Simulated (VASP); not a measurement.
# Si (Fd-3m) in VASP: settings compared

Si is run at these levels: HSE06, PBE0, r2SCANh; tasks: single point, relaxation of cell and atoms.

Everything below comes from runs of VASP 6.6.1. Logs are shortened: lines on timing, memory, paths and dates and some standing lists are left out, and cuts for length are marked.

## Step 1: The cell of the first run

It takes space group Fd-3m (No. 227, cubic). The conventional cell has a = 5.444 Å, b = 5.444 Å, c = 5.444 Å, α = 90.00°, β = 90.00°, γ = 90.00°. Within 3.1 Å of Si (site symmetry -43m) lie 4 Si at 2.36 Å.

## Step 2: Single point, HSE06

Input file POSCAR:

```
Si
1.0
    0.0000000000      2.7221197377      2.7221197377
    2.7221197377      0.0000000000      2.7221197377
    2.7221197377      2.7221197377      0.0000000000
Si
2
Direct
    0.2500000000      0.2500000000      0.2500000000
    0.0000000000      0.0000000000      0.0000000000
```

Input file INCAR.step1:

```
SYSTEM = Si
PREC = Accurate
ENCUT = 520
EDIFF = 1E-5
ISMEAR = 0
SIGMA = 0.01
LREAL = .False.
LASPH = .True.
NELM = 60
ALGO = Normal
ISIF = 2
LWAVE = .True.
GGA = PE
NBANDS = 11
```

Input file INCAR.step2:

```
SYSTEM = Si
PREC = Accurate
ENCUT = 520
EDIFF = 1E-7
ISMEAR = 0
SIGMA = 0.01
LREAL = .False.
LASPH = .True.
NELM = 60
ALGO = Normal
ISIF = 2
LWAVE = .False.
LCHARG = .True.
GGA = PE
LHFCALC = .True.
HFSCREEN = 0.2079
PRECFOCK = Normal
LELF = .True.
LVHAR = .True.
ISTART = 1
NBANDS = 11
```

Input file KPOINTS:

```
Automatic mesh
0
Gamma
  6 6 6
  0 0 0
```

Potentials or basis: VASP PAW PBE potentials, release 64 (Si).

Command:

```console
> cat potpaw_PBE.64/Si/POTCAR > POTCAR
> cp INCAR.step1 INCAR
> mpirun -np 1 vasp_std > vasp.out
> cp INCAR.step2 INCAR
> mpirun -np 1 vasp_std > vasp.out
```

OUTCAR:

```text
SYSTEM = Si
   PREC = Accurate
   ENCUT = 520
   EDIFF = 1E-7
   ISMEAR = 0
   LREAL = .False.
   LASPH = .True.
   NELM = 60
   ISIF = 2
   GGA = PE
   LHFCALC = .True.
   HFSCREEN = 0.2079
   PRECFOCK = Normal
   ISTART = 1

 ion  position               nearest neighbor table
   1  0.250  0.250  0.250-   2 2.36   2 2.36   2 2.36   2 2.36
   2  0.000  0.000  0.000-   1 2.36   1 2.36   1 2.36   1 2.36

  LATTYP: Found a face centered cubic cell.
 ALAT       =     5.4442394754

  Lattice vectors:

 A1 = (   0.0000000000,   2.7221197377,   2.7221197377)
 A2 = (   2.7221197377,   0.0000000000,   2.7221197377)
 A3 = (   2.7221197377,   2.7221197377,   0.0000000000)

Analysis of symmetry for initial positions (statically):
=====================================================================
 Subroutine PRICEL returns:
 Original cell was already a primitive cell.

 Routine SETGRP: Setting up the symmetry group for a
 face centered cubic supercell.

 Subroutine GETGRP returns: Found 48 space group operations
 (whereof 24 operations were pure point group operations)
 out of a pool of 48 trial point group operations.

The static configuration has the point symmetry T_d .
 The point group associated with its full space group is O_h .

Analysis of symmetry for dynamics (positions and initial velocities):
=====================================================================
 Subroutine PRICEL returns:
 Original cell was already a primitive cell.

 Routine SETGRP: Setting up the symmetry group for a
 face centered cubic supercell.

 Subroutine GETGRP returns: Found 48 space group operations
 (whereof 24 operations were pure point group operations)
 out of a pool of 48 trial point group operations.

The dynamic configuration has the point symmetry T_d .
 The point group associated with its full space group is O_h .

 Subroutine INISYM returns: Found 48 space group operations
 (whereof 24 operations are pure point group operations),
 and found     1 'primitive' translations

----------------------------------------------------------------------------------------

                                     Primitive cell

  volume of cell :      40.3415

  direct lattice vectors                    reciprocal lattice vectors
     0.000000000  2.722119738  2.722119738    -0.183680384  0.183680384  0.183680384
     2.722119738  0.000000000  2.722119738     0.183680384 -0.183680384  0.183680384
     2.722119738  2.722119738  0.000000000     0.183680384  0.183680384 -0.183680384

  length of vectors
     3.849658651  3.849658651  3.849658651     0.318143758  0.318143758  0.318143758

  position of ions in fractional coordinates (direct lattice)
     0.250000000  0.250000000  0.250000000
     0.000000000  0.000000000  0.000000000

  ion indices of the primitive-cell ions
   primitive index   ion index
                 1           1
                 2           2

----------------------------------------------------------------------------------------

 KPOINTS: Automatic mesh

Automatic generation of k-mesh.
 Grid dimensions read from file:
 generate k-points for:    6    6    6

 Generating k-lattice:

  Cartesian coordinates                     Fractional coordinates (reciprocal lattice)
    -0.030613397  0.030613397  0.030613397     0.166666667  0.000000000  0.000000000
     0.030613397 -0.030613397  0.030613397     0.000000000  0.166666667  0.000000000
     0.030613397  0.030613397 -0.030613397     0.000000000  0.000000000  0.166666667

  Length of vectors
     0.053023960  0.053023960  0.053023960

  Shift w.r.t. Gamma in fractional coordinates (k-lattice)
     0.000000000  0.000000000  0.000000000

 Subroutine IBZKPT returns following result:
 ===========================================

 Found     16 irreducible k-points:

 Following reciprocal coordinates:
            Coordinates               Weight
  0.000000  0.000000  0.000000      1.000000
  0.166667  0.000000  0.000000      8.000000
  0.333333  0.000000  0.000000      8.000000
  0.500000  0.000000  0.000000      4.000000
  0.166667  0.166667  0.000000      6.000000
  0.333333  0.166667  0.000000     24.000000
[... 8 lines left out ...]
 -0.333333  0.333333  0.166667     24.000000
 -0.333333  0.500000  0.166667     12.000000
   k-points           NKPTS =     16   k-points in BZ     NKDIM =    216   number of bands    NBANDS=     11
   number of dos      NEDOS =    301   number of ions     NIONS =      2
   total plane-waves  NPLWV =  27000
   dimension x,y,z NGX =    30 NGY =   30 NGZ =   30
   dimension x,y,z NGXF=    60 NGYF=   60 NGZF=   60
   ions per type =               2
   NGX,Y,Z   is equivalent  to a cutoff of  12.96, 12.96, 12.96 a.u.
   NGXF,Y,Z  is equivalent  to a cutoff of  25.91, 25.91, 25.91 a.u.
 SYSTEM =  Si
   PREC   = accura    normal or accurate (medium, high low for compatibility)
   ISTART =      1    job   : 0-new  1-cont  2-samecut
   ICHARG =      0    charge: 1-file 2-atom 10-const
   ISPIN  =      1    spin polarized calculation?
   LNONCOLLINEAR =      F non collinear calculations
   LSORBIT =      F    spin-orbit coupling
   LASPH  =      T    aspherical Exc in radial PAW
   ENCUT  =  520.0 eV  38.22 Ry    6.18 a.u.   7.16  7.16  7.16*2*pi/ulx,y,z
   NELM   =     60;   NELMIN=  2; NELMDL=  0     # of ELM steps
   EDIFF  = 0.1E-06   stopping-criterion for ELM
   LREAL  =      F    real-space projection
   EDIFFG = 0.1E-05   stopping-criterion for IOM
   NSW    =      0    number of steps for IOM
   IBRION =     -1    ionic relax: 0-MD 1-quasi-New 2-CG
   NFREE  =      0    steps in history (QN), initial steepest desc. (CG)
   ISIF   =      2    stress and relaxation
   ISYM   =      3    0-nonsym 1-usesym 2-fastsym
   POTIM  = 0.5000    time-step for ionic-motion
   TEBEG  =    0.0;   TEEND  =   0.0 temperature during run
   PSTRESS=    0.0 pullay stress
   NELECT =       8.0000    total number of electrons
   NUPDOWN=      -1.0000    fix difference up-down
   EMIN   =  10.00;   EMAX   =-10.00  energy-range for DOS
   EFERMI =   0.00;   METHOD = LEGACY
   ISMEAR =     0;   SIGMA  =   0.01  broadening in eV -4-tet -1-fermi 0-gaus
   EFERMI_NEDOS =   21; number of points for ismear=-14 and -15
   IALGO  =     38    algorithm
   IMIX   =      1    mixing-type and parameters
     AMIX     =   0.40;   BMIX     =  1.00
     AMIX_MAG =   1.60;   BMIX_MAG =  1.00
  volume/ion in A,a.u.               =      20.17       136.12
  Fermi-wavevector in a.u.,A,eV,Ry     =   0.954672  1.804069 12.400336  0.911399
  Thomas-Fermi vector in A             =   2.083440
   LORBIT       =      0    0 simple, 1 ext, 2 COOP (PROOUT), +10 PAW based schemes
   GGA     = PE    functional components
   LHFCALC =     T    Hartree Fock is set to
   PRECFOCK=normal    Normal, Fast or Accurate (Low or Medium for compatibility)
   ENCUT4O =  -1.0   cutoff for four orbital integrals eV
   NKREDX  =     1    reduce k-point grid by
   NKREDY  =     1    reduce k-point grid by
   NKREDZ  =     1    reduce k-point grid by
   AEXX    =    0.2500 exact exchange contribution
   HFSCREEN=    0.2079 screening length (either q_TF or 0.3 A-1)
   HFSCREENC=   0.2079 screening length for correlation (either q_TF or 0.3 A-1)
   ENCUTFOCK=  -1.0 apply spherical cutoff to Coloumb kernel
   IVDW    =     0    specifies the selected vdW correction
   LEPSILON=     F    determine dielectric tensor
   LRPA    =     F    only Hartree local field effects (RPA)
 non-spin polarized calculation
 Gauss-broadening in eV      SIGMA  =   0.01
  energy-cutoff  :      520.00
  volume of cell :       40.34
 maximum number of plane-waves:      1106
 NGX is ok and might be reduce to    30
  NGX = 24; NGY = 24; NGZ = 24

 number of electron       8.0000001 magnetization

 Free energy of the ion-electron system (eV)
  ---------------------------------------------------
  ext. energy  EPLUGINS =         0.00000000
  ---------------------------------------------------
  free energy    TOTEN  =       -12.53266447 eV

  energy without entropy =      -12.53266447  energy(sigma->0) =      -12.53266447

 E-fermi :   5.5090     XC(G=0):  -7.8247

 val. band max:        5.4002343057   @ k =   0.0000   0.0000   0.0000
 cond. band min:       6.7068051490   @ k =   0.5000   0.5000   0.0000
 fundamental gap:      1.3065708432
 Fermi energy:         5.5090321232

 k-point     1 :       0.0000    0.0000    0.0000
  band No.  band energies     occupation
      1      -7.8318      2.00000
      2       5.4002      2.00000
      3       5.4002      2.00000
      4       5.4002      2.00000
      5       8.7225      0.00000
      6       8.7225      0.00000
      7       8.7225      0.00000
      8       9.6321      0.00000
      9      14.1658      0.00000
     10      14.1798      0.00000
     11      14.1798      0.00000

 k-point     2 :       0.1667    0.0000    0.0000
  band No.  band energies     occupation
      1      -7.4339      2.00000
      2       2.8506      2.00000
      3       4.9304      2.00000
      4       4.9304      2.00000
      5       8.4872      0.00000
      6       9.4055      0.00000
      7       9.4055      0.00000
      8      11.7857      0.00000
      9      13.4797      0.00000
     10      13.4797      0.00000
     11      15.3841      0.00000

 k-point     3 :       0.3333    0.0000    0.0000
  band No.  band energies     occupation
      1      -6.3131      2.00000
      2      -0.4455      2.00000
      3       4.3221      2.00000
      4       4.3221      2.00000
      5       7.8565      0.00000
      6       9.7223      0.00000
      7       9.7223      0.00000
      8      14.2340      0.00000
      9      14.4458      0.00000
     10      14.4458      0.00000
     11      15.5155      0.00000
[... 155 lines left out ...]
 k-point    15 :      -0.3333    0.3333    0.1667
  band No.  band energies     occupation
      1      -4.2116      2.00000
      2      -2.1480      2.00000
      3       1.0665      2.00000
      4       2.4335      2.00000
      5       9.4867      0.00000
      6       9.7638      0.00000
      7      12.4377      0.00000
      8      12.9524      0.00000
      9      14.0443      0.00000
     10      17.7697      0.00000
     11      18.6132      0.00000

 k-point    16 :      -0.3333    0.5000    0.1667
  band No.  band energies     occupation
      1      -3.1084      2.00000
      2      -3.1084      2.00000
      3       1.4660      2.00000
      4       1.4660      2.00000
      5       8.8611      0.00000
      6       8.8611      0.00000
      7      13.1889      0.00000
      8      13.1889      0.00000
      9      17.2477      0.00000
     10      17.2477      0.00000
     11      19.6622      0.00000

------------------------ aborting loop because EDIFF is reached ----------------------------------------

  FORCE on cell =-STRESS in cart. coord.  units (eV):
  Direction    XX          YY          ZZ          XY          YZ          ZX
  --------------------------------------------------------------------------------------
  -------------------------------------------------------------------------------------
  Total       -0.1317423     -0.1317423     -0.1317423      0.0000000      0.0000000     -0.0000000
  in kB       -5.2321972     -5.2321972     -5.2321972      0.0000000      0.0000000     -0.0000000
  external PRESSURE =      -5.2321972 kB  Pullay stress =       0.0000000 kB

 VOLUME and BASIS-vectors are now :
 -----------------------------------------------------------------------------
  energy-cutoff  :      520.00
  volume of cell :       40.34
      direct lattice vectors                 reciprocal lattice vectors
     0.000000000  2.722119738  2.722119738    -0.183680384  0.183680384  0.183680384
     2.722119738  0.000000000  2.722119738     0.183680384 -0.183680384  0.183680384
     2.722119738  2.722119738  0.000000000     0.183680384  0.183680384 -0.183680384

 POSITION                                       TOTAL-FORCE (eV/Angst)
 -----------------------------------------------------------------------------------
      1.36106      1.36106      1.36106        -0.000000     -0.000000     -0.000000
      0.00000      0.00000      0.00000         0.000000      0.000000      0.000000
 -----------------------------------------------------------------------------------
    total drift:                               -0.000001     -0.000001     -0.000001

  FREE ENERGIE OF THE ION-ELECTRON SYSTEM (eV)
  ---------------------------------------------------
  free  energy   TOTEN  =       -12.5326644693 eV

  energy  without entropy=      -12.5326644693  energy(sigma->0) =      -12.53266447
```

It took 24 min on 1 thread of Intel Xeon 8259CL, shared host; peak memory 0.27 GiB.

Results:

- Free energy: -12.5327 eV
- Pressure: -0.5 GPa
- Band gap on the k mesh: 1.31 eV (least direct gap 3.32 eV)

Levels at points of the mesh, in eV from the valence-band top:
```tsv
k point	band 1	band 2	band 3	band 4	band 5	band 6	band 7	band 8
(0.00, 0.00, 0.00)	-13.23	0.00	0.00	0.00	3.32	3.32	3.32	4.23
(0.50, 0.00, 0.00)	-10.66	-7.67	-1.30	-1.30	2.22	4.14	4.14	8.61
(0.50, 0.50, 0.00)	-8.64	-8.64	-3.11	-3.11	1.31	1.31	11.42	11.42
```

Caveat: the PAW data sets were made with another functional, which shifts forces and pressure a little.

(Continued in part 2 of 2.)
